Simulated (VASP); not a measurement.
Write the native input for VASP 6.6.1 that does the following.

| Item | Value |
| --- | --- |
| Task | relaxation of cell and atoms |
| Functional | PBEsol |
| Potentials or basis | VASP PAW PBE potentials, release 64 (Ti_sv) |
| Cutoff | 600 eV |
| k mesh | 18 × 18 × 10 |
| Occupations | gaussian, width 0.1 eV |
| Spin | no spin polarisation |
| Target pressure | -3 GPa |
| Dipole correction | no |
| Further INCAR settings | ALGO = Fast; EDIFF = 1e-07; IBRION = 2; EDIFFG = -0.008; NSW = 70; ISIF = 3 |

The structure of Ti lies in POSCAR:

```
Ti
1.0
    2.9279997301      0.0000000000      0.0000000000
   -1.4639998651      2.5357221485      0.0000000000
    0.0000000000      0.0000000000      4.6346213104
Ti
2
Direct
    0.3333333333      0.6666666667      0.2500000000
    0.6666666667      0.3333333333      0.7500000000
```

One way to write it, as run:

INCAR

```
SYSTEM = Ti
ALGO = Fast
EDIFF = 1E-7
EDIFFG = -0.008
ENCUT = 600
GGA = PS
IBRION = 2
ISIF = 3
ISMEAR = 0
LASPH = .TRUE.
LCHARG = .FALSE.
LREAL = .FALSE.
LWAVE = .FALSE.
NELM = 100
NSW = 70
PREC = Accurate
PSTRESS = -30.0
SIGMA = 0.1
```

KPOINTS

```
k-points
0
G
  18 18 10
  0 0 0
```

Potentials or basis: VASP PAW PBE potentials, release 64 (Ti_sv).

Command:

```console
$ cat potpaw_PBE.64/Ti_sv/POTCAR > POTCAR
$ mpirun -np 1 vasp_std > vasp.out
```

Results of the run:

```json
{
  "Relaxed volume": "17.13 Å³/atom",
  "Relaxed cell": "a = 2.924 Å, b = 2.924 Å, c = 4.627 Å, α = 90.00°, β = 90.00°, γ = 120.00°",
  "Space group after relaxing (to 0.05 Å)": "P6_3/mmc (No. 194)",
  "Energy change on relaxing (the enthalpy is what falls)": "-1.5 meV/atom",
  "Ionic steps": "3",
  "Pressure after relaxing": "-3.0 GPa",
  "Band gap on the k mesh": "zero (band 12 reaches 9.13 eV, above the bottom of band 13 at 8.03 eV)"
}
```

Caveat: the cell is relaxed towards a set pressure, so the enthalpy falls and the energy may rise; the PAW data sets were made with another functional, which shifts forces and pressure a little.

It took 6.9 min on 1 thread of Intel(R) Xeon(R) 6975P-C (Granite Rapids), with other jobs on the host, peak memory 0.27 GiB.
